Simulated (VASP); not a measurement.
A run of VASP 6.6.1 is set up as follows.

INCAR

```
SYSTEM = MgI2
PREC = Accurate
ENCUT = 520
EDIFF = 1E-6
ISMEAR = 0
SIGMA = 0.02
LREAL = .FALSE.
LASPH = .TRUE.
NELM = 100
ALGO = Normal
ISIF = 2
LWAVE = .FALSE.
LCHARG = .TRUE.
GGA = PE
LELF = .TRUE.
LVHAR = .TRUE.
NBANDS = 15
```

KPOINTS

```
regular mesh
0
G
  6 6 6
  0 0 0
```

The input POSCAR:

```
MgI2
1.0
    2.1041936022      1.2148567426      7.8706507037
   -2.1041936022      1.2148567426      7.8706507037
    0.0000000000     -2.4297134853      7.8706507037
Mg I
1 2
Direct
    0.0000000000      0.0000000000      0.0000000000
    0.7374803393      0.7374803393      0.7374803393
    0.2625196607      0.2625196607      0.2625196607
```

Potentials or basis: VASP PAW PBE potentials, release 64 (Mg, I).

Command:

```bash
$ cat potpaw_PBE.64/Mg/POTCAR potpaw_PBE.64/I/POTCAR > POTCAR
$ mpirun -np 1 vasp_std > vasp.out
```

Predict the largest force.

0.008 eV/Å.

Estimate the band gap on the k mesh.

3.52 eV, indirect (least direct gap 3.71 eV).

Forces on the atoms (eV/Å):
```
Mg   0.000  0.000  0.000
I    0.000  0.000 -0.008
I    0.000  0.000  0.008
```

Caveat: spin-orbit coupling is left out, which moves the levels of the heavy elements. A k mesh can miss the band edges.
